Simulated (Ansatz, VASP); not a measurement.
# B4As3N in VASP and in Ansatz

```
N As B
1.0
     3.22747    0.00000    0.00000
     0.00000    3.20064    4.53724
     0.00000   -3.20064    4.53724
N As B
1 3 4
Direct
  0.00000 0.00685 0.00685
  0.50000 0.00501 0.49291
  0.50000 0.49291 0.00501
  0.00000 0.50130 0.50130
  0.50000 0.89491 0.89491
  0.00000 0.89561 0.32617
  0.00000 0.32617 0.89561
  0.50000 0.37725 0.37725
```

Alike in both runs: task single point; functional r2SCAN; k mesh 8 × 6 × 6; occupations fermi-dirac, width 0.02 eV; no spin polarisation.

```csv
,VASP,Ansatz
version,VASP 6.6.1,Ansatz 0.2.0
potentials or method,"VASP PAW PBE potentials, release 64 (N, As, B)","plane waves, PAW"
plane-wave cutoff (eV),660,500
valence electrons in the cell,32,62
```

|  | VASP | Ansatz | Ansatz less VASP |
| --- | --- | --- | --- |
| pressure (GPa) | 0.4 | 0.0 | -0.43 |
| traceless stress, the component that is largest in VASP (GPa) | -0.06 | 0.00 | +0.060 |
| rms of the force components (eV/Å) | 0.014 | 0.013 | -0.0010 |

VASP's potentials were made for PBE, not for r2SCAN. Atom by atom the forces differ by 0.011 eV/Å (rms over components). VASP's potentials hold 32 valence electrons a cell and Ansatz's 62, so a difference there can come from the potentials and not from the codes.
